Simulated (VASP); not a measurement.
Set up this calculation in VASP 6.6.1, as the native input.

* Task: single point
* Functional: PBEsol
* Potentials or basis: VASP PAW PBE potentials, release 64 (Pb_d, Te)
* Cutoff: 500 eV
* k mesh: 6 × 6 × 6
* Occupations: gaussian, width 0.05 eV
* Spin: no spin polarisation
* Dipole correction: no
* Further INCAR settings: ALGO = Normal; EDIFF = 1e-06; NBANDS = 17

The structure of TePb lies in POSCAR:

```
TePb
1.0
    0.0000000000      3.2440358828      3.2440358828
    3.2440358828      0.0000000000      3.2440358828
    3.2440358828      3.2440358828      0.0000000000
Pb Te
1 1
Direct
    0.5000000000      0.5000000000      0.5000000000
    0.0000000000      0.0000000000      0.0000000000
```

This cell differs from its parent crystal: volume scaled by 1.02.

The input as run:

INCAR

```
SYSTEM = TePb
  ALGO = Normal
  EDIFF = 1E-6
  ENCUT = 500
  GGA = PS
  GGA_COMPAT = .False.
  ISIF = 2
  ISMEAR = 0
  LASPH = .True.
  LCHARG = .False.
  LREAL = .False.
  LWAVE = .False.
  NBANDS = 17
  NELM = 120
  PREC = Accurate
  SIGMA = 0.05
```

KPOINTS

```
k-points
0
Gamma
  6 6 6
  0 0 0
```

Potentials or basis: VASP PAW PBE potentials, release 64 (Pb_d, Te).

Command:

```console
$ cat potpaw_PBE.64/Pb_d/POTCAR potpaw_PBE.64/Te/POTCAR > POTCAR
$ mpirun -np 1 vasp_std > vasp.out
```

It gave:

* Pressure: -0.9 GPa
* Band gap on the k mesh: 0.69 eV, direct

Caveat: the PAW data sets were made with another functional, which shifts forces and pressure a little; spin-orbit coupling is left out, which moves the levels of the heavy elements.

Run time: 23 s on 1 thread of Intel Xeon 6975P-C, with other jobs on the host, peak memory 0.21 GiB.
